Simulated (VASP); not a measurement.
# SiO2 (P6_422) in VASP: notebook

The runs below take SiO2 through single point, with r2SCAN.

Everything below comes from runs of VASP 6.6.1. Logs are shortened: lines on timing, memory, paths and dates and some standing lists are left out, and cuts for length are marked.

## (1) The cell of the first run

It takes space group P6_422 (No. 181, hexagonal). Conventional cell: a = 5.060 Å, b = 5.060 Å, c = 5.596 Å, α = 90.00°, β = 90.00°, γ = 120.00°. Within 2.1 Å of Si (site symmetry 222) lie 4 O at 1.61 Å. O (site symmetry 2) has 2 Si at 1.61 Å within 2.1 Å.

## (2) Single point, r2SCAN (strain along c alone, the other axes held: +1.0 %, then relaxed in part)

POSCAR reads:

```
SiO2
1.0
    5.0596778423      0.0000000000      0.0000000000
   -2.5298389212      4.3818095464      0.0000000000
    0.0000000000      0.0000000000      5.5964964841
Si O
3 6
Direct
    0.0000000000      0.5000000000      0.3333333333
    0.5000000000      0.5000000000      0.6666666667
    0.5000000000      0.0000000000      0.0000000000
    0.5820911421      0.7910455711      0.8333333333
    0.7910455711      0.5820911421      0.5000000000
    0.7910455711      0.2089544289      0.1666666667
    0.4179088579      0.2089544289      0.8333333333
    0.2089544289      0.4179088579      0.5000000000
    0.2089544289      0.7910455711      0.1666666667
```

INCAR.step1 reads:

```
SYSTEM = SiO2
PREC = Accurate
ENCUT = 520
ISMEAR = 0
SIGMA = 0.02
LREAL = .FALSE.
LASPH = .TRUE.
NELM = 80
NBANDS = 34
GGA = PE
ALGO = Normal
EDIFF = 1E-4
LWAVE = .TRUE.
LCHARG = .FALSE.
```

INCAR.step2 reads:

```
SYSTEM = SiO2
PREC = Accurate
ENCUT = 520
EDIFF = 1E-6
ISMEAR = 0
SIGMA = 0.02
LREAL = .FALSE.
LASPH = .TRUE.
NELM = 80
ALGO = Normal
ISIF = 2
LWAVE = .FALSE.
LCHARG = .TRUE.
METAGGA = R2SCAN
LMIXTAU = .TRUE.
LELF = .TRUE.
LVHAR = .TRUE.
NBANDS = 34
ISTART = 1
```

KPOINTS reads:

```
Automatic mesh
0
G
  6 6 4
  0 0 0
```

Potentials or basis: VASP PAW PBE potentials, release 64 (Si, O).

Started as:

```sh
> cat potpaw_PBE.64/Si/POTCAR potpaw_PBE.64/O/POTCAR > POTCAR
> cp INCAR.step1 INCAR
> mpirun -np 1 vasp_std > vasp.out
> cp INCAR.step2 INCAR
> mpirun -np 1 vasp_std > vasp.out
```

OUTCAR:

```text
SYSTEM = SiO2
   PREC = Accurate
   ENCUT = 520
   EDIFF = 1E-6
   ISMEAR = 0
   LREAL = .FALSE.
   LASPH = .TRUE.
   NELM = 80
   ISIF = 2
   METAGGA = R2SCAN
   ISTART = 1

 ion  position               nearest neighbor table
   1  0.000  0.500  0.333-   6 1.61   9 1.61   8 1.61   5 1.61   3 3.14   3 3.14   2 3.14   2 3.14

   2  0.500  0.500  0.667-   4 1.61   7 1.61   5 1.61   8 1.61   3 3.14   3 3.14   1 3.14   1 3.14

   3  0.500  0.000  0.000-   4 1.61   7 1.61   6 1.61   9 1.61   1 3.14   1 3.14   2 3.14   2 3.14

   4  0.582  0.791  0.833-   3 1.61   2 1.61
   5  0.791  0.582  0.500-   1 1.61   2 1.61
   6  0.791  0.209  0.167-   1 1.61   3 1.61
   7  0.418  0.209  0.833-   3 1.61   2 1.61
   8  0.209  0.418  0.500-   1 1.61   2 1.61
   9  0.209  0.791  0.167-   1 1.61   3 1.61

  LATTYP: Found a hexagonal cell.
 ALAT       =     5.0596778423
 C/A-ratio  =     1.1060973956

  Lattice vectors:

 A1 = (   5.0596778423,   0.0000000000,   0.0000000000)
 A2 = (  -2.5298389212,   4.3818095464,   0.0000000000)
 A3 = (   0.0000000000,   0.0000000000,   5.5964964841)

Analysis of symmetry for initial positions (statically):
=====================================================================
 Subroutine PRICEL returns:
 Original cell was already a primitive cell.

 Routine SETGRP: Setting up the symmetry group for a
 hexagonal supercell.

 Subroutine GETGRP returns: Found 12 space group operations
 (whereof  4 operations were pure point group operations)
 out of a pool of 24 trial point group operations.

The static configuration has the point symmetry D_2 .
 The point group associated with its full space group is D_6 .

Analysis of symmetry for dynamics (positions and initial velocities):
=====================================================================
 Subroutine PRICEL returns:
 Original cell was already a primitive cell.

 Routine SETGRP: Setting up the symmetry group for a
 hexagonal supercell.

 Subroutine GETGRP returns: Found 12 space group operations
 (whereof  4 operations were pure point group operations)
 out of a pool of 24 trial point group operations.

The dynamic configuration has the point symmetry D_2 .
 The point group associated with its full space group is D_6 .

 Subroutine INISYM returns: Found 12 space group operations
 (whereof  4 operations are pure point group operations),
 and found     1 'primitive' translations

----------------------------------------------------------------------------------------

                                     Primitive cell

  volume of cell :     124.0774

  direct lattice vectors                    reciprocal lattice vectors
     5.059677842  0.000000000  0.000000000     0.197641042  0.114108109  0.000000000
    -2.529838921  4.381809546  0.000000000     0.000000000  0.228216217  0.000000000
     0.000000000  0.000000000  5.596496484     0.000000000  0.000000000  0.178683218

  length of vectors
     5.059677842  5.059677842  5.596496484     0.228216217  0.228216217  0.178683218

  position of ions in fractional coordinates (direct lattice)
     0.000000000  0.500000000  0.333333333
     0.500000000  0.500000000  0.666666667
     0.500000000  0.000000000  0.000000000
     0.582091142  0.791045571  0.833333333
     0.791045571  0.582091142  0.500000000
     0.791045571  0.208954429  0.166666667
     0.417908858  0.208954429  0.833333333
     0.208954429  0.417908858  0.500000000
     0.208954429  0.791045571  0.166666667

  ion indices of the primitive-cell ions
   primitive index   ion index
                 1           1
                 2           2
                 3           3
                 4           4
                 5           5
                 6           6
                 7           7
                 8           8
                 9           9

----------------------------------------------------------------------------------------

 KPOINTS: Automatic mesh

Automatic generation of k-mesh.
 Grid dimensions read from file:
 generate k-points for:    6    6    4

 Generating k-lattice:

  Cartesian coordinates                     Fractional coordinates (reciprocal lattice)
     0.032940174  0.019018018  0.000000000     0.166666667  0.000000000  0.000000000
     0.000000000  0.038036036  0.000000000     0.000000000  0.166666667  0.000000000
     0.000000000  0.000000000  0.044670804     0.000000000  0.000000000  0.250000000

  Length of vectors
     0.038036036  0.038036036  0.044670804

  Shift w.r.t. Gamma in fractional coordinates (k-lattice)
     0.000000000  0.000000000  0.000000000

 Subroutine IBZKPT returns following result:
 ===========================================

 Found     21 irreducible k-points:

 Following reciprocal coordinates:
            Coordinates               Weight
  0.000000  0.000000  0.000000      1.000000
  0.166667  0.000000  0.000000      6.000000
  0.333333  0.000000  0.000000      6.000000
  0.500000  0.000000  0.000000      3.000000
  0.166667  0.166667  0.000000      6.000000
  0.333333  0.166667  0.000000     12.000000
[... 13 lines left out ...]
  0.333333  0.166667  0.500000     12.000000
  0.333333  0.333333  0.500000      2.000000
   k-points           NKPTS =     21   k-points in BZ     NKDIM =     21   number of bands    NBANDS=     34
   number of dos      NEDOS =    301   number of ions     NIONS =      9
   total plane-waves  NPLWV =  67200
   dimension x,y,z NGX =    40 NGY =   40 NGZ =   42
   dimension x,y,z NGXF=    80 NGYF=   80 NGZF=   84
   ions per type =               3   6
   NGX,Y,Z   is equivalent  to a cutoff of  13.14, 13.14, 12.48 a.u.
   NGXF,Y,Z  is equivalent  to a cutoff of  26.29, 26.29, 24.95 a.u.
 SYSTEM =  SiO2
   PREC   = accura    normal or accurate (medium, high low for compatibility)
   ISTART =      1    job   : 0-new  1-cont  2-samecut
   ICHARG =      0    charge: 1-file 2-atom 10-const
   ISPIN  =      1    spin polarized calculation?
   LNONCOLLINEAR =      F non collinear calculations
   LSORBIT =      F    spin-orbit coupling
   LASPH  =      T    aspherical Exc in radial PAW
   ENCUT  =  520.0 eV  38.22 Ry    6.18 a.u.   9.41  9.41 10.41*2*pi/ulx,y,z
   NELM   =     80;   NELMIN=  2; NELMDL=  0     # of ELM steps
   EDIFF  = 0.1E-05   stopping-criterion for ELM
   LREAL  =      F    real-space projection
   EDIFFG = 0.1E-04   stopping-criterion for IOM
   NSW    =      0    number of steps for IOM
   IBRION =     -1    ionic relax: 0-MD 1-quasi-New 2-CG
   NFREE  =      0    steps in history (QN), initial steepest desc. (CG)
   ISIF   =      2    stress and relaxation
   ISYM   =      2    0-nonsym 1-usesym 2-fastsym
   POTIM  = 0.5000    time-step for ionic-motion
   TEBEG  =    0.0;   TEEND  =   0.0 temperature during run
   PSTRESS=    0.0 pullay stress
   NELECT =      48.0000    total number of electrons
   NUPDOWN=      -1.0000    fix difference up-down
   EMIN   =  10.00;   EMAX   =-10.00  energy-range for DOS
   EFERMI =   0.00;   METHOD = LEGACY
   ISMEAR =     0;   SIGMA  =   0.02  broadening in eV -4-tet -1-fermi 0-gaus
   EFERMI_NEDOS =   21; number of points for ismear=-14 and -15
   IALGO  =     38    algorithm
   IMIX   =      4    mixing-type and parameters
     AMIX     =   0.40;   BMIX     =  1.00
     AMIX_MAG =   1.60;   BMIX_MAG =  1.00
  volume/ion in A,a.u.               =      13.79        93.04
  Fermi-wavevector in a.u.,A,eV,Ry     =   1.192864  2.254187 19.360073  1.422925
  Thomas-Fermi vector in A             =   2.328892
   LORBIT       =      0    0 simple, 1 ext, 2 COOP (PROOUT), +10 PAW based schemes
   METAGGA = R2SCAN    functional components
   LHFCALC =     F    Hartree Fock is set to
   AEXX    =    0.0000 exact exchange contribution
   IVDW    =     0    specifies the selected vdW correction
   LEPSILON=     F    determine dielectric tensor
   LRPA    =     F    only Hartree local field effects (RPA)
 non-spin polarized calculation
 Gauss-broadening in eV      SIGMA  =   0.02
  energy-cutoff  :      520.00
  volume of cell :      124.08
 maximum number of plane-waves:      3363
 NGX is ok and might be reduce to    40
   NGX = 19   NGY = 19   NGZ = 21

 number of electron      47.9999967 magnetization

 Free energy of the ion-electron system (eV)
  ---------------------------------------------------
  ext. energy  EPLUGINS =         0.00000000
  ---------------------------------------------------
  free energy    TOTEN  =       -89.35151636 eV

  energy without entropy =      -89.35151636  energy(sigma->0) =      -89.35151636

 E-fermi :   0.1479     XC(G=0):  -9.1549

 val. band max:        0.0186602714   @ k =   0.0000   0.0000   0.5000
 cond. band min:       6.2640610622   @ k =   0.0000   0.0000   0.0000
 fundamental gap:      6.2454007908
 Fermi energy:         0.1479480509

 k-point     1 :       0.0000    0.0000    0.0000
  band No.  band energies     occupation
      1     -20.3672      2.00000
      2     -18.9485      2.00000
      3     -18.9485      2.00000
      4     -18.3605      2.00000
      5     -18.3025      2.00000
      6     -18.3025      2.00000
[... 26 lines left out ...]
     33      14.0559      0.00000
     34      14.0559      0.00000

 k-point     2 :       0.1667    0.0000    0.0000
  band No.  band energies     occupation
      1     -20.2934      2.00000
      2     -19.0418      2.00000
      3     -18.9393      2.00000
      4     -18.3631      2.00000
      5     -18.3146      2.00000
      6     -18.3137      2.00000
[... 26 lines left out ...]
     33      13.9925      0.00000
     34      14.2526      0.00000

 k-point     3 :       0.3333    0.0000    0.0000
  band No.  band energies     occupation
      1     -20.0958      2.00000
      2     -19.2850      2.00000
      3     -18.9202      2.00000
      4     -18.3672      2.00000
      5     -18.3364      2.00000
      6     -18.3308      2.00000
[... 26 lines left out ...]
     33      13.3070      0.00000
     34      13.4167      0.00000

 k-point     4 :       0.5000    0.0000    0.0000
  band No.  band energies     occupation
      1     -19.9267      2.00000
      2     -19.4792      2.00000
      3     -18.9100      2.00000
      4     -18.3688      2.00000
      5     -18.3484      2.00000
      6     -18.3366      2.00000
[... 26 lines left out ...]
     33      12.8045      0.00000
     34      12.8240      0.00000

 k-point     5 :       0.1667    0.1667    0.0000
  band No.  band energies     occupation
      1     -20.1554      2.00000
      2     -19.2097      2.00000
      3     -18.9301      2.00000
      4     -18.3663      2.00000
      5     -18.3337      2.00000
      6     -18.3232      2.00000
[... 510 lines left out ...]
 k-point    19 :       0.1667    0.1667    0.5000
  band No.  band energies     occupation
      1     -19.9078      2.00000
      2     -19.7173      2.00000
      3     -18.6702      2.00000
      4     -18.3582      2.00000
      5     -18.3324      2.00000
      6     -18.3236      2.00000
[... 26 lines left out ...]
     33      12.6799      0.00000
     34      13.1852      0.00000

 k-point    20 :       0.3333    0.1667    0.5000
  band No.  band energies     occupation
      1     -19.8849      2.00000
      2     -19.4763      2.00000
      3     -18.9733      2.00000
      4     -18.3722      2.00000
      5     -18.3377      2.00000
      6     -18.3375      2.00000
[... 26 lines left out ...]
     33      12.3240      0.00000
     34      12.4928      0.00000

 k-point    21 :       0.3333    0.3333    0.5000
  band No.  band energies     occupation
      1     -19.8744      2.00000
      2     -19.2337      2.00000
      3     -19.2337      2.00000
      4     -18.3766      2.00000
      5     -18.3437      2.00000
      6     -18.3437      2.00000
[... 26 lines left out ...]
     33      12.3076      0.00000
     34      12.3097      0.00000

------------------------ aborting loop because EDIFF is reached ----------------------------------------

  FORCE on cell =-STRESS in cart. coord.  units (eV):
  Direction    XX          YY          ZZ          XY          YZ          ZX
  --------------------------------------------------------------------------------------
  -------------------------------------------------------------------------------------
  Total       -0.8397440     -0.8397440     -1.4723598      0.0000000      0.0000000      0.0000000
  in kB      -10.8433848    -10.8433848    -19.0121804      0.0000000      0.0000000      0.0000000
  external PRESSURE =     -13.5663166 kB  Pullay stress =       0.0000000 kB

 VOLUME and BASIS-vectors are now :
 -----------------------------------------------------------------------------
  energy-cutoff  :      520.00
  volume of cell :      124.08
      direct lattice vectors                 reciprocal lattice vectors
     5.059677842  0.000000000  0.000000000     0.197641042  0.114108109  0.000000000
    -2.529838921  4.381809546  0.000000000     0.000000000  0.228216217  0.000000000
     0.000000000  0.000000000  5.596496484     0.000000000  0.000000000  0.178683218

 POSITION                                       TOTAL-FORCE (eV/Angst)
 -----------------------------------------------------------------------------------
     -1.26492      2.19090      1.86550         0.000000      0.000000     -0.000000
      1.26492      2.19090      3.73100         0.000000      0.000000     -0.000000
      2.52984      0.00000      0.00000         0.000000      0.000000      0.000000
      0.94398      3.46621      4.66375        -0.009074     -0.005239     -0.000000
      2.52984      2.55061      2.79825         0.000000     -0.010478      0.000000
      3.47381      0.91560      0.93275        -0.009074      0.005239      0.000000
      1.58586      0.91560      4.66375         0.009074      0.005239      0.000000
     -0.00000      1.83120      2.79825        -0.000000      0.010478      0.000000
     -0.94398      3.46621      0.93275         0.009074     -0.005239      0.000000
 -----------------------------------------------------------------------------------
    total drift:                               -0.000000      0.000000      0.000001

  FREE ENERGIE OF THE ION-ELECTRON SYSTEM (eV)
  ---------------------------------------------------
  free  energy   TOTEN  =       -89.3515163609 eV

  energy  without entropy=      -89.3515163609  energy(sigma->0) =      -89.35151636
```

It took 6.8 min on 1 thread of Intel Xeon 8259CL, shared host; peak memory 0.3 GiB.

Results:

```
Free energy            : -89.3515 eV
Pressure               : -1.4 GPa
Largest force          : 0.010 eV/Å
Band gap on the k mesh : 6.25 eV (least direct gap 6.42 eV)
```

Forces on the atoms (eV/Å):
```
Si   0.000  0.000  0.000
Si   0.000  0.000  0.000
Si   0.000  0.000  0.000
O   -0.009 -0.005  0.000
O    0.000 -0.010  0.000
O   -0.009  0.005  0.000
O    0.009  0.005  0.000
O    0.000  0.010  0.000
O    0.009 -0.005  0.000
```

Stress tensor (GPa, compression positive):
```
-1.08  0.00  0.00
 0.00 -1.08  0.00
 0.00  0.00 -1.90
```

Levels at points of the mesh, in eV from the valence-band top:
| k point | band 22 | band 23 | band 24 | band 25 | band 26 | band 27 |
| --- | --- | --- | --- | --- | --- | --- |
| (0.00, 0.00, 0.00) | -0.45 | -0.45 | -0.17 | 6.25 | 9.67 | 9.67 |
| (0.50, 0.00, 0.00) | -1.03 | -0.36 | -0.01 | 8.37 | 9.21 | 10.32 |
| (0.00, 0.00, 0.50) | -0.31 | 0.00 | 0.00 | 8.10 | 8.10 | 9.18 |
| (0.50, 0.00, 0.50) | -0.74 | -0.72 | -0.33 | 9.43 | 9.84 | 9.86 |

Caveat: the cell differs from its parent crystal (strain along c alone, the other axes held: +1.0 %, then relaxed in part); the PAW data sets were made with another functional, which shifts forces and pressure a little. A k mesh can miss the band edges.

## (3) Single point, r2SCAN (strain along c alone, the other axes held: +2.0 %, then relaxed in part)

POSCAR reads:

```
SiO2
1.0
    5.0596778423      0.0000000000      0.0000000000
   -2.5298389212      4.3818095464      0.0000000000
    0.0000000000      0.0000000000      5.6519073403
Si O
3 6
Direct
    0.0000000000      0.5000000000      0.3333333333
    0.5000000000      0.5000000000      0.6666666667
    0.5000000000      0.0000000000      0.0000000000
    0.5807020123      0.7903510062      0.8333333333
    0.7903510062      0.5807020123      0.5000000000
    0.7903510062      0.2096489938      0.1666666667
    0.4192979877      0.2096489938      0.8333333333
    0.2096489938      0.4192979877      0.5000000000
    0.2096489938      0.7903510062      0.1666666667
```

INCAR.step1 reads:

```
PREC = Accurate
ENCUT = 520
ISMEAR = 0
SIGMA = 0.02
LREAL = False
LASPH = True
NELM = 100
NBANDS = 34
GGA = PE
ALGO = Normal
EDIFF = 1E-4
LWAVE = True
LCHARG = False
```

INCAR.step2 reads:

```
PREC = Accurate
ENCUT = 520
EDIFF = 1E-7
ISMEAR = 0
SIGMA = 0.02
LREAL = False
LASPH = True
NELM = 100
ALGO = Normal
ISIF = 2
LWAVE = False
LCHARG = False
METAGGA = R2SCAN
LMIXTAU = True
NBANDS = 34
ISTART = 1
```

KPOINTS reads:

```
Automatic mesh
0
Gamma
  6 6 4
```

Potentials or basis: VASP PAW PBE potentials, release 64 (Si, O).

Started as:

```sh
> cat potpaw_PBE.64/Si/POTCAR potpaw_PBE.64/O/POTCAR > POTCAR
> cp INCAR.step1 INCAR
> mpirun -np 1 vasp_std > vasp.out
> cp INCAR.step2 INCAR
> mpirun -np 1 vasp_std > vasp.out
```

Wall time 7.2 min (1 thread of Intel Xeon 8259CL, shared host); peak memory 0.3 GiB.

Results (log left out):

```
Free energy            : -89.3312 eV
Pressure               : -2.8 GPa
Largest force          : 0.010 eV/Å
Band gap on the k mesh : 6.18 eV (least direct gap 6.35 eV)
```

Forces in eV/Å, atoms in the order of the input:
```
Si   0.000  0.000  0.000
Si   0.000  0.000  0.000
Si   0.000  0.000  0.000
O   -0.008 -0.005  0.000
O    0.000 -0.010  0.000
O   -0.008  0.005  0.000
O    0.008  0.005  0.000
O    0.000  0.010  0.000
O    0.008 -0.005  0.000
```

Stress tensor (GPa, compression positive):
```
-2.25  0.00  0.00
 0.00 -2.25  0.00
 0.00  0.00 -3.98
```

Levels at points of the mesh, in eV from the valence-band top:
```
           k point  band 22  band 23  band 24  band 25  band 26  band 27
(0.00, 0.00, 0.00)    -0.45    -0.45    -0.16     6.18     9.61     9.61
(0.50, 0.00, 0.00)    -1.04    -0.38    -0.01     8.32     9.15    10.25
(0.00, 0.00, 0.50)    -0.34     0.00     0.00     8.02     8.02     9.12
(0.50, 0.00, 0.50)    -0.75    -0.74    -0.32     9.33     9.71     9.77
```

Caveat: the cell differs from its parent crystal (strain along c alone, the other axes held: +2.0 %, then relaxed in part); the PAW data sets were made with another functional, which shifts forces and pressure a little. A k mesh can miss the band edges.
